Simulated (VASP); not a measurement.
# Ga (Cmce) in VASP: notebook, part 2 of 2

VASP 6.6.1.

### 3 Electric field gradients, PBE (19.08 Å³/atom)

This run uses another cell than the first one, of 19.08 Å³/atom.

The input, INCAR:

```
SYSTEM = Ga
PREC = Accurate
ENCUT = 520
EDIFF = 1E-8
ISMEAR = -1
SIGMA = 0.05
LREAL = .False.
LASPH = .True.
NELM = 80
ALGO = Normal
ISIF = 2
LWAVE = .False.
LCHARG = .False.
GGA = PE
LEFG = .True.
NBANDS = 34
```

The input, KPOINTS:

```
regular mesh
0
Gamma
  9 9 8
  0 0 0
```

The input, POSCAR:

```
Ga
1.0
    2.2402129667     -3.7967455357      0.0000000000
    2.2402129667      3.7967455357      0.0000000000
    0.0000000000      0.0000000000      4.4863856638
Ga
4
Direct
    0.1525000000      0.8475000000      0.0785000000
    0.6525000000      0.3475000000      0.4215000000
    0.8475000000      0.1525000000      0.9215000000
    0.3475000000      0.6525000000      0.5785000000
```

Potentials or basis: VASP PAW PBE potentials, release 64 (Ga_d).

Launch:

```console
cat potpaw_PBE.64/Ga_d/POTCAR > POTCAR
mpirun -np 1 vasp_std > vasp.out
```

OUTCAR:

```text
SYSTEM = Ga
   PREC = Accurate
   ENCUT = 520
   EDIFF = 1E-8
   ISMEAR = -1
   LREAL = .False.
   LASPH = .True.
   NELM = 80
   ISIF = 2
   GGA = PE

 ion  position               nearest neighbor table
   1  0.153  0.847  0.078-   3 2.42   4 2.69   4 2.69   2 2.72   2 2.72   3 2.78   3 2.78
   2  0.653  0.347  0.422-   4 2.42   3 2.69   3 2.69   1 2.72   1 2.72   4 2.78   4 2.78
   3  0.847  0.153  0.922-   1 2.42   2 2.69   2 2.69   4 2.72   4 2.72   1 2.78   1 2.78
   4  0.347  0.653  0.578-   2 2.42   1 2.69   1 2.69   3 2.72   3 2.72   2 2.78   2 2.78

  LATTYP: Found a base centered orthorhombic cell.
 ALAT       =     4.4804259334
 B/A-ratio  =     1.6948145521
 C/A-ratio  =     1.0013301705

  Lattice vectors:

 A1 = (   2.2402129667,  -3.7967455357,   0.0000000000)
 A2 = (   2.2402129667,   3.7967455357,   0.0000000000)
 A3 = (   0.0000000000,   0.0000000000,   4.4863856638)

Analysis of symmetry for initial positions (statically):
=====================================================================
 Subroutine PRICEL returns:
 Original cell was already a primitive cell.

 Routine SETGRP: Setting up the symmetry group for a
 base centered orthorhombic supercell.

 Subroutine GETGRP returns: Found  8 space group operations
 (whereof  4 operations were pure point group operations)
 out of a pool of  8 trial point group operations.

The static configuration has the point symmetry C_2h.
 The point group associated with its full space group is D_2h.

Analysis of symmetry for dynamics (positions and initial velocities):
=====================================================================
 Subroutine PRICEL returns:
 Original cell was already a primitive cell.

 Routine SETGRP: Setting up the symmetry group for a
 base centered orthorhombic supercell.

 Subroutine GETGRP returns: Found  8 space group operations
 (whereof  4 operations were pure point group operations)
 out of a pool of  8 trial point group operations.

The dynamic configuration has the point symmetry C_2h.
 The point group associated with its full space group is D_2h.

 Subroutine INISYM returns: Found  8 space group operations
 (whereof  4 operations are pure point group operations),
 and found     1 'primitive' translations

----------------------------------------------------------------------------------------

                                     Primitive cell

  volume of cell :      76.3181

  direct lattice vectors                    reciprocal lattice vectors
     2.240212967 -3.796745536  0.000000000     0.223193066 -0.131691733  0.000000000
     2.240212967  3.796745536  0.000000000     0.223193066  0.131691733  0.000000000
     0.000000000  0.000000000  4.486385664     0.000000000  0.000000000  0.222896575

  length of vectors
     4.408381880  4.408381880  4.486385664     0.259148330  0.259148330  0.222896575

  position of ions in fractional coordinates (direct lattice)
     0.152500000  0.847500000  0.078500000
     0.652500000  0.347500000  0.421500000
     0.847500000  0.152500000  0.921500000
     0.347500000  0.652500000  0.578500000

[... 94 lines left out ...]
   EFERMI_NEDOS =   21; number of points for ismear=-14 and -15
   IALGO  =     38    algorithm
   IMIX   =      4    mixing-type and parameters
     AMIX     =   0.40;   BMIX     =  1.00
     AMIX_MAG =   1.60;   BMIX_MAG =  1.00
  volume/ion in A,a.u.               =      19.08       128.75
  Fermi-wavevector in a.u.,A,eV,Ry     =   1.440567  2.722277 28.235265  2.075233
  Thomas-Fermi vector in A             =   2.559297
   LORBIT       =      0    0 simple, 1 ext, 2 COOP (PROOUT), +10 PAW based schemes
   GGA     = PE    functional components
   LHFCALC =     F    Hartree Fock is set to
   AEXX    =    0.0000 exact exchange contribution
   IVDW    =     0    specifies the selected vdW correction
   LEPSILON=     F    determine dielectric tensor
   LRPA    =     F    only Hartree local field effects (RPA)
 non-spin polarized calculation
  energy-cutoff  :      520.00
  volume of cell :       76.32
 maximum number of plane-waves:      2076
 NGX is ok and might be reduce to    36
   NGX = 17   NGY = 17   NGZ = 17

 number of electron      52.0000020 magnetization

 Free energy of the ion-electron system (eV)
  ---------------------------------------------------
  ext. energy  EPLUGINS =         0.00000000
  ---------------------------------------------------
  free energy    TOTEN  =       -11.54393508 eV

  energy without entropy =      -11.53597702  energy(sigma->0) =      -11.53995605

 E-fermi :   5.2744     XC(G=0): -10.7837

 val. band max:        5.2702469117   @ k =  -0.4444   0.2222   0.0000
 cond. band min:       5.3104197919   @ k =   0.0000   0.0000   0.5000
 fundamental gap:      0.0401728803
 Fermi energy:         5.2743516700

 k-point     1 :       0.0000    0.0000    0.0000
  band No.  band energies     occupation
      1      -9.9257      2.00000
      2      -9.9170      2.00000
      3      -9.9158      2.00000
      4      -9.8889      2.00000
      5      -9.8337      2.00000
      6      -9.8023      2.00000
[... 877 lines left out ...]
     33      12.1176      0.00000
     34      13.2573      0.00000

 [... further k-points ...]

------------------------ aborting loop because EDIFF is reached ----------------------------------------

  FORCE on cell =-STRESS in cart. coord.  units (eV):
  Direction    XX          YY          ZZ          XY          YZ          ZX
  --------------------------------------------------------------------------------------
  -------------------------------------------------------------------------------------
  Total        1.3239297      2.6544996      1.3493632      0.0000000      0.0000000      0.0000000
  in kB       27.7938112     55.7270241     28.3277487      0.0000000      0.0000000      0.0000000
  external PRESSURE =      37.2828613 kB  Pullay stress =       0.0000000 kB

 VOLUME and BASIS-vectors are now :
 -----------------------------------------------------------------------------
  energy-cutoff  :      520.00
  volume of cell :       76.32
      direct lattice vectors                 reciprocal lattice vectors
     2.240212967 -3.796745536  0.000000000     0.223193066 -0.131691733  0.000000000
     2.240212967  3.796745536  0.000000000     0.223193066  0.131691733  0.000000000
     0.000000000  0.000000000  4.486385664     0.000000000  0.000000000  0.222896575

 POSITION                                       TOTAL-FORCE (eV/Angst)
 -----------------------------------------------------------------------------------
      2.24021      2.63874      0.35218         0.000000     -0.430691      0.123674
      2.24021     -1.15801      1.89101         0.000000     -0.430691     -0.123674
      2.24021     -2.63874      4.13420         0.000000      0.430691     -0.123674
      2.24021      1.15801      2.59537         0.000000      0.430691      0.123674
 -----------------------------------------------------------------------------------
    total drift:                                0.000000      0.000000     -0.000000

  FREE ENERGIE OF THE ION-ELECTRON SYSTEM (eV)
  ---------------------------------------------------
  free  energy   TOTEN  =       -11.5439350779 eV

  energy  without entropy=      -11.5359770248  energy(sigma->0) =      -11.53995605

 Electric field gradients (V/A^2)
---------------------------------------------------------------------
 ion       V_xx      V_yy      V_zz      V_xy      V_xz      V_yz
---------------------------------------------------------------------
   1      30.333   -42.264    11.931    -0.000     0.000    26.562
   2      30.333   -42.264    11.931    -0.000     0.000   -26.562
   3      30.333   -42.264    11.931     0.000     0.000    26.562
   4      30.333   -42.264    11.931    -0.000    -0.000   -26.562
---------------------------------------------------------------------

 Electric field gradients after diagonalization (V/A^2)
 (convention: |V_zz| > |V_xx| > |V_yy|)
----------------------------------------------------------------------
 ion       V_xx      V_yy      V_zz     asymmetry (V_yy - V_xx)/ V_zz
----------------------------------------------------------------------
   1      30.333    22.778   -53.111       0.142
   2      30.333    22.778   -53.111       0.142
   3      30.333    22.778   -53.111       0.142
   4      30.333    22.778   -53.111       0.142
----------------------------------------------------------------------

           NMR quadrupolar parameters

 Cq : quadrupolar parameter    Cq=e*Q*V_zz/h
 eta: asymmetry parameters     (V_yy - V_xx)/ V_zz
 Q  : nuclear electric quadrupole moment in mb (millibarn)
----------------------------------------------------------------------
 ion       Cq(MHz)       eta       Q (mb)
----------------------------------------------------------------------
   1      -0.128       0.142       1.000
   2      -0.128       0.142       1.000
   3      -0.128       0.142       1.000
   4      -0.128       0.142       1.000
----------------------------------------------------------------------
```

OSZICAR:

```text
N       E                     dE             d eps       ncg     rms          rms(c)
DAV:   1     0.355779775008E+03    0.35578E+03   -0.25410E+04  8764   0.291E+03
DAV:   2     0.317950393992E+02   -0.32398E+03   -0.31580E+03  8764   0.530E+02
DAV:   3    -0.102849396898E+02   -0.42080E+02   -0.41575E+02  9456   0.151E+02
DAV:   4    -0.116165099749E+02   -0.13316E+01   -0.13253E+01 10008   0.298E+01
DAV:   5    -0.116442552194E+02   -0.27745E-01   -0.27730E-01 10600   0.445E+00    0.261E+00
DAV:   6    -0.115619041276E+02    0.82351E-01   -0.20395E-01 10902   0.621E+00    0.143E+00
DAV:   7    -0.115449394138E+02    0.16965E-01   -0.59821E-02 12572   0.271E+00    0.313E-01
DAV:   8    -0.115437590667E+02    0.11803E-02   -0.14516E-02  9182   0.130E+00    0.484E-02
DAV:   9    -0.115439278926E+02   -0.16883E-03   -0.12407E-03  9306   0.362E-01    0.270E-02
DAV:  10    -0.115439324048E+02   -0.45122E-05   -0.21784E-04 10220   0.161E-01    0.704E-03
DAV:  11    -0.115439363374E+02   -0.39327E-05   -0.38942E-05  9754   0.701E-02    0.580E-03
DAV:  12    -0.115439351164E+02    0.12211E-05   -0.15448E-05 10564   0.479E-02    0.886E-04
DAV:  13    -0.115439351868E+02   -0.70435E-07   -0.14974E-06 11074   0.985E-03    0.446E-04
DAV:  14    -0.115439350992E+02    0.87586E-07   -0.94865E-08 10668   0.228E-03    0.115E-04
DAV:  15    -0.115439350844E+02    0.14799E-07   -0.47655E-09  5190   0.590E-04    0.801E-05
DAV:  16    -0.115439350729E+02    0.11478E-07   -0.10590E-09  4858   0.290E-04    0.125E-05
DAV:  17    -0.115439350779E+02   -0.49931E-08   -0.31936E-10  4812   0.174E-04
   1 F= -.11543935E+02 E0= -.11539956E+02  d E =-.795805E-02
```

Wall time 6.6 min (1 thread of Intel Xeon 8259CL, shared host); peak memory 0.36 GiB.

What came out:

| Item | Value |
| --- | --- |
| Free energy | -11.5439 eV |
| Pressure | 3.7 GPa |
| Largest force | 0.448 eV/Å |
| Band gap on the k mesh | zero (bands 26 and 27 overlap by 1.27 eV) |
| Largest electric field gradient by atom | Ga -53.1 V/Å² |

Forces on the atoms (eV/Å):
```
Ga   0.000 -0.431  0.124
Ga   0.000 -0.431 -0.124
Ga   0.000  0.431 -0.124
Ga   0.000  0.431  0.124
```

Levels at points of the mesh, in eV from the Fermi level:
```csv
k point,band 24,band 25,band 26,band 27,band 28,band 29
"(0.00, 0.00, 0.00)",-1.62,-1.62,-0.91,0.91,0.95,1.01
"(0.00, 0.00, 0.50)",-0.13,0.04,0.04,0.11,0.11,2.19
```

Electric field gradients, principal values (V/Å²):
```
atom   least  middle  greatest (by size)
1 Ga  22.778  30.333             -53.111
2 Ga  22.778  30.333             -53.111
3 Ga  22.778  30.333             -53.111
4 Ga  22.778  30.333             -53.111
```

Caveat: the cell stands under pressure; without QUAD_EFG the Cq values of the log hold for a quadrupole moment of 1 mb, not for the nuclei.
